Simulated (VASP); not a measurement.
# Eu (P6_3/mmc) in VASP: notebook

The runs below take Eu through single point, density of states, with PBE+U.

Program: VASP 6.6.1. These are calculated values, not measurements. Logs are shortened: lines on timing, memory, paths and dates and some standing lists are left out, and cuts for length are marked.

## Step 1: The cell of the first run

Symmetry: P6_3/mmc, No. 194, hexagonal system. Conventional cell: a = 3.702 Å, b = 3.702 Å, c = 5.804 Å, α = 90.00°, β = 90.00°, γ = 120.00°. Eu (site symmetry -6m2) has 12 Eu at 3.60 to 3.70 Å within 4.7 Å.

## Step 2: Single point, PBE+U, collinear spin, ferromagnetic start

INCAR reads:

```
SYSTEM = Eu
PREC     = Accurate       ! precision mode
ENCUT    = 520            ! plane-wave cutoff, eV
EDIFF    = 1E-6           ! SCF threshold, eV
ISMEAR   = 1              ! smearing method
SIGMA    = 0.1391         ! smearing width, eV
LREAL    = .False.        ! projectors in reciprocal space
LASPH    = .True.         ! aspherical terms in the spheres
NELM     = 150            ! most SCF steps
ALGO     = Normal         ! electronic algorithm
ISIF     = 2              ! what is computed and relaxed
LWAVE    = .False.        ! write WAVECAR
LCHARG   = .False.        ! write CHGCAR
ISPIN    = 2              ! spin polarisation
MAGMOM   = 7.97 7.97      ! initial moments
LORBIT   = 11             ! projections on sites
LMAXMIX  = 6              ! l up to which the mixer works
LDAU     = .True.         ! DFT+U
LDAUTYPE = 2            
LDAUL    = 3              ! shell
LDAUU    = 2.07           ! U, eV
LDAUJ    = 0            
LDAUPRINT= 1            
GGA      = PE             ! functional
NBANDS   = 28             ! bands
```

KPOINTS reads:

```
regular mesh
0
Gamma
  7 7 4
  0 0 0
```

POSCAR reads:

```
Eu
1.0
    1.8507787000      3.2056411800      0.0000000000
   -1.8507787000      3.2056411800      0.0000000000
    0.0000000000      0.0000000000      5.8043099200
Eu
2
Direct
    0.3333300000      0.3333400000      0.7500000000
    0.6666600000      0.6666700000      0.2500000000
```

Potentials or basis: VASP PAW PBE potentials, release 64 (Eu).

Started as:

```sh
> cat potpaw_PBE.64/Eu/POTCAR > POTCAR
> mpirun -np 1 vasp_std > vasp.out
```

OUTCAR:

```text
SYSTEM = Eu
   PREC = Accurate
   ENCUT = 520
   EDIFF = 1E-6
   ISMEAR = 1
   LREAL = .False.
   LASPH = .True.
   NELM = 150
   ISIF = 2
   ISPIN = 2
   LORBIT = 11
   GGA = PE

 ion  position               nearest neighbor table
   1  0.333  0.333  0.750-
   2  0.667  0.667  0.250-

  LATTYP: Found a hexagonal cell.
 ALAT       =     3.7015560473
 C/A-ratio  =     1.5680729525

  Lattice vectors:

 A1 = (   1.8507787000,  -3.2056411800,   0.0000000000)
 A2 = (   1.8507787000,   3.2056411800,   0.0000000000)
 A3 = (   0.0000000000,   0.0000000000,   5.8043099200)

Analysis of symmetry for initial positions (statically):
=====================================================================
 Subroutine PRICEL returns:
 Original cell was already a primitive cell.

 Routine SETGRP: Setting up the symmetry group for a
 hexagonal supercell.

 Subroutine GETGRP returns: Found  8 space group operations
 (whereof  2 operations were pure point group operations)
 out of a pool of 24 trial point group operations.

The static configuration has the point symmetry C_2 .
 The point group associated with its full space group is D_2h.

Analysis of symmetry for dynamics (positions and initial velocities):
=====================================================================
 Subroutine PRICEL returns:
 Original cell was already a primitive cell.

 Routine SETGRP: Setting up the symmetry group for a
 hexagonal supercell.

 Subroutine GETGRP returns: Found  8 space group operations
 (whereof  2 operations were pure point group operations)
 out of a pool of 24 trial point group operations.

The dynamic configuration has the point symmetry C_2 .
 The point group associated with its full space group is D_2h.

Analysis of structural, dynamic, and magnetic symmetry:
=====================================================================
 Subroutine PRICEL returns:
 Original cell was already a primitive cell.

 Routine SETGRP: Setting up the symmetry group for a
 hexagonal supercell.

 Subroutine GETGRP returns: Found  8 space group operations
 (whereof  2 operations were pure point group operations)
 out of a pool of 24 trial point group operations.

The overall configuration has the point symmetry C_2 .
 The point group associated with its full space group is D_2h.

 Subroutine INISYM returns: Found  8 space group operations
 (whereof  2 operations are pure point group operations),
[... 167 lines left out ...]
  o =  0.0002  v =  0.0000  0.0000  0.0000  0.0000  0.0000  0.0000  0.0000 -0.0000 -0.0000  0.0000 -0.0000 -0.0037  0.0000 -1.0000      0.0000  0.0000  0.0000  0.0000  0.0000  0.0000  0.0000  0.0000  0.0000  0.0000  0.0000  0.0000  0.0000  0.0000
  o =  0.0002  v =  0.0000  0.0000  0.0000  0.0000  0.0000  0.0000  0.0000  0.0000  0.0000 -0.0000 -1.0000  0.0000  0.0020  0.0000      0.0000  0.0000  0.0000  0.0000  0.0000  0.0000  0.0000  0.0000  0.0000  0.0000  0.0000  0.0000  0.0000  0.0000
  o =  0.0002  v =  0.0000  0.0000  0.0000  0.0000  0.0000  0.0000  0.0000  0.0000  0.0000 -0.0000 -0.0000 -1.0000 -0.0000  0.0037      0.0000  0.0000  0.0000  0.0000  0.0000  0.0000  0.0000  0.0000  0.0000  0.0000  0.0000  0.0000  0.0000  0.0000
  o =  0.0002  v =  0.0000  0.0000  0.0000  0.0000  0.0000  0.0000  0.0000  0.0048  0.0000 -1.0000  0.0000  0.0000 -0.0000 -0.0000      0.0000  0.0000  0.0000  0.0000  0.0000  0.0000  0.0000  0.0000  0.0000  0.0000  0.0000  0.0000  0.0000  0.0000
  o =  0.9278  v =  0.0000 -0.0000  0.0000  1.0000 -0.0000  0.0000 -0.0000  0.0000  0.0000  0.0000  0.0000  0.0000  0.0000  0.0000      0.0000  0.0000  0.0000  0.0000  0.0000  0.0000  0.0000  0.0000  0.0000  0.0000  0.0000  0.0000  0.0000  0.0000
  o =  0.9374  v =  1.0000  0.0000 -0.0000 -0.0000 -0.0000  0.0000  0.0000  0.0000  0.0000  0.0000  0.0000  0.0000  0.0000  0.0000      0.0000  0.0000  0.0000  0.0000  0.0000  0.0000  0.0000  0.0000  0.0000  0.0000  0.0000  0.0000  0.0000  0.0000
  o =  0.9563  v = -0.0000  0.0000  0.0000 -0.0000 -0.0000  1.0000  0.0000  0.0000  0.0000  0.0000  0.0000  0.0000  0.0000  0.0000      0.0000  0.0000  0.0000  0.0000  0.0000  0.0000  0.0000  0.0000  0.0000  0.0000  0.0000  0.0000  0.0000  0.0000
  o =  0.9563  v =  0.0000  1.0000  0.0000  0.0000 -0.0000 -0.0000 -0.0000  0.0000  0.0000  0.0000  0.0000  0.0000  0.0000  0.0000      0.0000  0.0000  0.0000  0.0000  0.0000  0.0000  0.0000  0.0000  0.0000  0.0000  0.0000  0.0000  0.0000  0.0000
  o =  0.9660  v = -0.0000 -0.0000 -0.0000 -0.0000 -1.0000 -0.0000 -0.0001  0.0000  0.0000  0.0000  0.0000  0.0000  0.0000  0.0000      0.0000  0.0000  0.0000  0.0000  0.0000  0.0000  0.0000  0.0000  0.0000  0.0000  0.0000  0.0000  0.0000  0.0000
  o =  0.9660  v =  0.0000 -0.0000  1.0000  0.0000 -0.0000 -0.0000  0.0000  0.0000  0.0000  0.0000  0.0000  0.0000  0.0000  0.0000      0.0000  0.0000  0.0000  0.0000  0.0000  0.0000  0.0000  0.0000  0.0000  0.0000  0.0000  0.0000  0.0000  0.0000
  o =  0.9685  v = -0.0000  0.0000 -0.0000  0.0000 -0.0001 -0.0000  1.0000  0.0000  0.0000  0.0000  0.0000  0.0000  0.0000  0.0000      0.0000  0.0000  0.0000  0.0000  0.0000  0.0000  0.0000  0.0000  0.0000  0.0000  0.0000  0.0000  0.0000  0.0000

atom =   2  type =  1  l = 3

 onsite density matrix

spin component  1

  0.9374  0.0000  0.0000 -0.0000  0.0000  0.0000 -0.0000
  0.0000  0.9563  0.0000 -0.0000 -0.0000  0.0000  0.0000
  0.0000  0.0000  0.9660  0.0000 -0.0000 -0.0000 -0.0000
 -0.0000 -0.0000  0.0000  0.9278  0.0000 -0.0000  0.0000
  0.0000 -0.0000 -0.0000  0.0000  0.9660  0.0000 -0.0000
  0.0000  0.0000 -0.0000 -0.0000  0.0000  0.9563  0.0000
 -0.0000  0.0000 -0.0000  0.0000 -0.0000  0.0000  0.9685

spin component  2

  0.0002  0.0000 -0.0000 -0.0000 -0.0000 -0.0000 -0.0000
  0.0000  0.0001 -0.0000 -0.0000 -0.0000 -0.0000  0.0000
 -0.0000 -0.0000  0.0002 -0.0000 -0.0000  0.0000  0.0000
 -0.0000 -0.0000 -0.0000  0.0002  0.0000 -0.0000  0.0000
 -0.0000 -0.0000 -0.0000  0.0000  0.0002 -0.0000 -0.0000
 -0.0000 -0.0000  0.0000 -0.0000 -0.0000  0.0001  0.0000
 -0.0000  0.0000  0.0000  0.0000 -0.0000  0.0000  0.0002

 occupancies and eigenvectors

  o =  0.0001  v =  0.0000  0.0000  0.0000  0.0000  0.0000  0.0000  0.0000 -0.0000  1.0000  0.0000  0.0000  0.0000  0.0000 -0.0000      0.0000  0.0000  0.0000  0.0000  0.0000  0.0000  0.0000  0.0000  0.0000  0.0000  0.0000  0.0000  0.0000  0.0000
  o =  0.0001  v =  0.0000  0.0000  0.0000  0.0000  0.0000  0.0000  0.0000  0.0000 -0.0000 -0.0000  0.0020  0.0000  1.0000 -0.0000      0.0000  0.0000  0.0000  0.0000  0.0000  0.0000  0.0000  0.0000  0.0000  0.0000  0.0000  0.0000  0.0000  0.0000
  o =  0.0002  v =  0.0000  0.0000  0.0000  0.0000  0.0000  0.0000  0.0000 -1.0000 -0.0000 -0.0048 -0.0000 -0.0000  0.0000 -0.0000      0.0000  0.0000  0.0000  0.0000  0.0000  0.0000  0.0000  0.0000  0.0000  0.0000  0.0000  0.0000  0.0000  0.0000
  o =  0.0002  v =  0.0000  0.0000  0.0000  0.0000  0.0000  0.0000  0.0000  0.0000  0.0000  0.0000 -0.0000 -0.0037 -0.0000 -1.0000      0.0000  0.0000  0.0000  0.0000  0.0000  0.0000  0.0000  0.0000  0.0000  0.0000  0.0000  0.0000  0.0000  0.0000
  o =  0.0002  v =  0.0000  0.0000  0.0000  0.0000  0.0000  0.0000  0.0000  0.0000  0.0000 -0.0000 -1.0000 -0.0000  0.0020  0.0000      0.0000  0.0000  0.0000  0.0000  0.0000  0.0000  0.0000  0.0000  0.0000  0.0000  0.0000  0.0000  0.0000  0.0000
  o =  0.0002  v =  0.0000  0.0000  0.0000  0.0000  0.0000  0.0000  0.0000  0.0000  0.0000 -0.0000  0.0000 -1.0000  0.0000  0.0037      0.0000  0.0000  0.0000  0.0000  0.0000  0.0000  0.0000  0.0000  0.0000  0.0000  0.0000  0.0000  0.0000  0.0000
  o =  0.0002  v =  0.0000  0.0000  0.0000  0.0000  0.0000  0.0000  0.0000 -0.0048 -0.0000  1.0000 -0.0000 -0.0000  0.0000  0.0000      0.0000  0.0000  0.0000  0.0000  0.0000  0.0000  0.0000  0.0000  0.0000  0.0000  0.0000  0.0000  0.0000  0.0000
  o =  0.9278  v =  0.0000 -0.0000 -0.0000  1.0000  0.0000  0.0000  0.0000  0.0000  0.0000  0.0000  0.0000  0.0000  0.0000  0.0000      0.0000  0.0000  0.0000  0.0000  0.0000  0.0000  0.0000  0.0000  0.0000  0.0000  0.0000  0.0000  0.0000  0.0000
  o =  0.9374  v =  1.0000 -0.0000 -0.0000 -0.0000 -0.0000 -0.0000  0.0000  0.0000  0.0000  0.0000  0.0000  0.0000  0.0000  0.0000      0.0000  0.0000  0.0000  0.0000  0.0000  0.0000  0.0000  0.0000  0.0000  0.0000  0.0000  0.0000  0.0000  0.0000
  o =  0.9563  v = -0.0000  0.0000  0.0000  0.0000 -0.0000 -1.0000  0.0000  0.0000  0.0000  0.0000  0.0000  0.0000  0.0000  0.0000      0.0000  0.0000  0.0000  0.0000  0.0000  0.0000  0.0000  0.0000  0.0000  0.0000  0.0000  0.0000  0.0000  0.0000
  o =  0.9563  v = -0.0000 -1.0000 -0.0000 -0.0000  0.0000 -0.0000  0.0000  0.0000  0.0000  0.0000  0.0000  0.0000  0.0000  0.0000      0.0000  0.0000  0.0000  0.0000  0.0000  0.0000  0.0000  0.0000  0.0000  0.0000  0.0000  0.0000  0.0000  0.0000
  o =  0.9660  v = -0.0000 -0.0000 -0.0000  0.0000 -1.0000  0.0000 -0.0001  0.0000  0.0000  0.0000  0.0000  0.0000  0.0000  0.0000      0.0000  0.0000  0.0000  0.0000  0.0000  0.0000  0.0000  0.0000  0.0000  0.0000  0.0000  0.0000  0.0000  0.0000
  o =  0.9660  v = -0.0000  0.0000 -1.0000 -0.0000  0.0000  0.0000 -0.0000  0.0000  0.0000  0.0000  0.0000  0.0000  0.0000  0.0000      0.0000  0.0000  0.0000  0.0000  0.0000  0.0000  0.0000  0.0000  0.0000  0.0000  0.0000  0.0000  0.0000  0.0000
  o =  0.9685  v = -0.0000  0.0000 -0.0000 -0.0000 -0.0001  0.0000  1.0000  0.0000  0.0000  0.0000  0.0000  0.0000  0.0000  0.0000      0.0000  0.0000  0.0000  0.0000  0.0000  0.0000  0.0000  0.0000  0.0000  0.0000  0.0000  0.0000  0.0000  0.0000

 number of electron      33.9999999 magnetization      15.3914783

 Free energy of the ion-electron system (eV)
  ---------------------------------------------------
  ext. energy  EPLUGINS =         0.00000000
  ---------------------------------------------------
  free energy    TOTEN  =       -22.05012294 eV

  energy without entropy =      -22.05284092  energy(sigma->0) =      -22.05102893

 E-fermi :   2.9423     XC(G=0):  -9.6041

 val. band max:        2.9289601245   @ k =  -0.1429   0.1429   0.2500
 cond. band min:       2.9735907878   @ k =  -0.2857   0.2857   0.2500
 fundamental gap:      0.0446306633
 Fermi energy:         2.9423283387

 spin component 1

 k-point     1 :       0.0000    0.0000    0.0000
  band No.  band energies     occupation
      1     -38.2444      1.00000
      2     -38.1495      1.00000
      3     -17.6001      1.00000
      4     -16.8306      1.00000
      5     -16.8305      1.00000
      6     -16.6929      1.00000
[... 1481 lines left out ...]
     27       9.1389      0.00000
     28       9.1852      0.00000

 [... further k-points ...]
[... 5 lines left out ...]
  --------------------------------------------------------------------------------------
  -------------------------------------------------------------------------------------
  Total        1.9647030      1.9644549      2.3356769     -0.0000000     -0.0000000      0.0000000
  in kB       45.7043472     45.6985745     54.3342105     -0.0000000     -0.0000000      0.0000000
  external PRESSURE =      48.5790441 kB  Pullay stress =       0.0000000 kB

 VOLUME and BASIS-vectors are now :
 -----------------------------------------------------------------------------
  energy-cutoff  :      520.00
  volume of cell :       68.87
      direct lattice vectors                 reciprocal lattice vectors
     1.850778700  3.205641180  0.000000000     0.270156556  0.155975036  0.000000000
    -1.850778700  3.205641180  0.000000000    -0.270156556  0.155975036  0.000000000
     0.000000000  0.000000000  5.804309920     0.000000000  0.000000000  0.172285769

 POSITION                                       TOTAL-FORCE (eV/Angst)
 -----------------------------------------------------------------------------------
     -0.00002      2.13710      4.35323         0.000000     -0.000030      0.000000
     -0.00002      4.27418      1.45108         0.000000      0.000030      0.000000
 -----------------------------------------------------------------------------------
    total drift:                                0.000000      0.000000     -0.000000

  FREE ENERGIE OF THE ION-ELECTRON SYSTEM (eV)
  ---------------------------------------------------
  free  energy   TOTEN  =       -22.0501229366 eV

  energy  without entropy=      -22.0528409193  energy(sigma->0) =      -22.05102893

 total charge

# of ion       s       p       d       f       tot
--------------------------------------------------
    1        2.092   5.705   0.394   6.672  14.863
    2        2.092   5.705   0.394   6.672  14.863
--------------------------------------------------
tot          4.184  11.410   0.787  13.344  29.725

 magnetization (x)

# of ion       s       p       d       f       tot
--------------------------------------------------
    1        0.005  -0.073   0.240   6.670   6.842
    2        0.005  -0.073   0.240   6.670   6.842
--------------------------------------------------
tot          0.010  -0.146   0.481  13.340  13.684
```

Run time: 3.5 min. Hardware: 1 thread of Intel Xeon Platinum 8488C (Sapphire Rapids), shared host; peak memory 0.31 GiB.

What came out:

```yaml
Free_energy: -22.0501 eV
Pressure: 4.9 GPa
Net_moment: 15.39 μB per cell
Site_moments: Eu +6.84 μB
Valence_electrons_inside_the_program's_atomic_spheres: Eu 14.86
```

Levels at points of the mesh, in eV from the Fermi level:
Spin up:
```csv
k point,band 21,band 22,band 23,band 24,band 25,band 26,band 27,band 28
"(0.00, 0.00, 0.00)",-0.72,-0.71,-0.65,-0.64,1.41,1.83,1.83,2.22
"(0.00, 0.00, 0.50)",-0.67,-0.67,-0.65,-0.65,1.12,1.12,1.72,1.72
```
Spin down:
```
           k point  band 6  band 7  band 8  band 9  band 10  band 11  band 12  band 13
(0.00, 0.00, 0.00)  -17.20  -17.20  -17.15   -3.50    -0.90     2.73     3.00     3.00
(0.00, 0.00, 0.50)  -17.28  -17.28  -17.28   -1.92    -1.92     2.18     2.18     2.96
```

Eigenvalues of the final occupation matrices:
| site | spin | trace | eigenvalues |
| --- | --- | --- | --- |
| site 1 f | 1 | 6.68 | 0.93 0.94 0.96 0.96 0.97 0.97 0.97 |
| site 1 f | 2 | 0.00 | 0.00 0.00 0.00 0.00 0.00 0.00 0.00 |
| site 2 f | 1 | 6.68 | 0.93 0.94 0.96 0.96 0.97 0.97 0.97 |
| site 2 f | 2 | 0.00 | 0.00 0.00 0.00 0.00 0.00 0.00 0.00 |

Caveat: spin-orbit coupling is left out, which moves the levels of the heavy elements.

## Step 3: Density of states, PBE+U, collinear spin, antiferromagnetic start

POSCAR is that of step 2.

INCAR.step1 reads:

```
SYSTEM = Eu
  PREC = Accurate
  ENCUT = 520
  EDIFF = 1E-7
  ISMEAR = 1
  SIGMA = 0.1391
  LREAL = .FALSE.
  LASPH = .TRUE.
  NELM = 150
  ALGO = Normal
  ISIF = 2
  LWAVE = .FALSE.
  LCHARG = .TRUE.
  ISPIN = 2
  MAGMOM = 7 -7
  LMAXMIX = 6
  LDAU = .TRUE.
  LDAUTYPE = 2
  LDAUL = 3
  LDAUU = 2.07
  LDAUJ = 0
  LDAUPRINT = 1
  GGA = PE
  NBANDS = 28
```

KPOINTS.step1 reads:

```
regular mesh
0
G
  7 7 4
  0 0 0
```

INCAR.step2 reads:

```
SYSTEM = Eu
  PREC = Accurate
  ENCUT = 520
  EDIFF = 1E-7
  ISMEAR = -5
  SIGMA = 0.1391
  LREAL = .FALSE.
  LASPH = .TRUE.
  NELM = 150
  ALGO = Normal
  ISIF = 2
  LWAVE = .FALSE.
  LCHARG = .FALSE.
  ISPIN = 2
  MAGMOM = 7 -7
  LORBIT = 11
  LMAXMIX = 6
  LDAU = .TRUE.
  LDAUTYPE = 2
  LDAUL = 3
  LDAUU = 2.07
  LDAUJ = 0
  LDAUPRINT = 1
  GGA = PE
  NBANDS = 28
  NEDOS = 1001
  ICHARG = 11
```

KPOINTS.step2 reads:

```
regular mesh
0
G
  11 11 6
  0 0 0
```

Potentials or basis: VASP PAW PBE potentials, release 64 (Eu).

Started as:

```sh
> cat potpaw_PBE.64/Eu/POTCAR > POTCAR
> cp INCAR.step1 INCAR
> cp KPOINTS.step1 KPOINTS
> mpirun -np 1 vasp_std > vasp.out
> cp INCAR.step2 INCAR
> cp KPOINTS.step2 KPOINTS
> mpirun -np 1 vasp_std > vasp.out
```

It took 16 min on 1 thread of Intel Xeon Platinum 8488C (Sapphire Rapids), shared host; peak memory 0.53 GiB.

The run converged. Its results:

| Property | Result |
| --- | --- |
| Net moment | 0.00 μB per cell |
| Site moments | Eu +6.71, -6.71 μB |
| Valence electrons inside the program's atomic spheres | Eu 14.86 |

Levels at points of the mesh, in eV from the Fermi level:
Spin up:
| k point | band 13 | band 14 | band 15 | band 16 | band 17 | band 18 | band 19 | band 20 | band 21 | band 22 |
| --- | --- | --- | --- | --- | --- | --- | --- | --- | --- | --- |
| (0.00, 0.00, 0.00) | -0.62 | -0.62 | -0.58 | -0.58 | -0.53 | 2.17 | 2.23 | 2.23 | 2.95 | 3.61 |
| (0.00, 0.00, 0.50) | -0.61 | -0.61 | -0.57 | -0.57 | -0.53 | 1.45 | 2.05 | 2.06 | 2.06 | 2.74 |
Spin down:
| k point | band 13 | band 14 | band 15 | band 16 | band 17 | band 18 | band 19 | band 20 | band 21 | band 22 |
| --- | --- | --- | --- | --- | --- | --- | --- | --- | --- | --- |
| (0.00, 0.00, 0.00) | -0.62 | -0.62 | -0.58 | -0.58 | -0.53 | 2.17 | 2.23 | 2.23 | 2.95 | 3.61 |
| (0.00, 0.00, 0.50) | -0.61 | -0.61 | -0.57 | -0.57 | -0.53 | 1.45 | 2.05 | 2.06 | 2.06 | 2.74 |

Eigenvalues of the final occupation matrices:
```
    site  spin  trace                         eigenvalues
site 1 f     1   6.68  0.92 0.94 0.96 0.96 0.97 0.97 0.97
site 1 f     2   0.00  0.00 0.00 0.00 0.00 0.00 0.00 0.00
site 2 f     1   0.00  0.00 0.00 0.00 0.00 0.00 0.00 0.00
site 2 f     2   6.68  0.92 0.94 0.96 0.96 0.97 0.97 0.97
```

Caveat: spin-orbit coupling is left out, which moves the levels of the heavy elements; tetrahedron occupations give inexact forces and stress in metals.
